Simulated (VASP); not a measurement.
Set up this calculation in VASP 6.6.1, as the native input.

```
Task                   : single point
Functional             : PBEsol
Potentials or basis    : VASP PAW PBE potentials, release 64 (Pb_d)
Cutoff                 : 500 eV
k mesh                 : 8 × 8 × 8
Occupations            : gaussian, width 0.15 eV
Spin                   : no spin polarisation
Dipole correction      : no
Further INCAR settings : ALGO = Normal; EDIFF = 1e-06; NBANDS = 13
```

The structure of Pb lies in POSCAR:

```
Pb
1.0
   -1.9796600000      1.9796600000      1.9796600000
    1.9796600000     -1.9796600000      1.9796600000
    1.9796600000      1.9796600000     -1.9796600000
Pb
1
Direct
    0.0000000000      0.0000000000      0.0000000000
```

The input as run:

INCAR

```
  PREC = Accurate
  ENCUT = 500
  EDIFF = 1E-6
  ISMEAR = 0
  SIGMA = 0.15
  LREAL = False
  LASPH = True
  NELM = 120
  ALGO = Normal
  ISIF = 2
  LWAVE = False
  LCHARG = False
  GGA = PS
  NBANDS = 13
  GGA_COMPAT = False
```

KPOINTS

```
regular mesh
0
Gamma
  8 8 8
```

Potentials or basis: VASP PAW PBE potentials, release 64 (Pb_d).

Run with:

```bash
$ cat potpaw_PBE.64/Pb_d/POTCAR > POTCAR
$ mpirun -np 1 vasp_std > vasp.out
```

Results of the run:

```yaml
Pressure: -1.5 GPa
Band_gap_on_the_k_mesh: zero (band 7 reaches 14.28 eV, above the bottom of band 8 at 4.98 eV)
```

Caveat: the PAW data sets were made with another functional, which shifts forces and pressure a little; spin-orbit coupling is left out, which moves the levels of the heavy elements.

Wall time 16 s on 1 thread of Intel Xeon 8259CL, with other jobs on the host, peak memory 0.16 GiB.
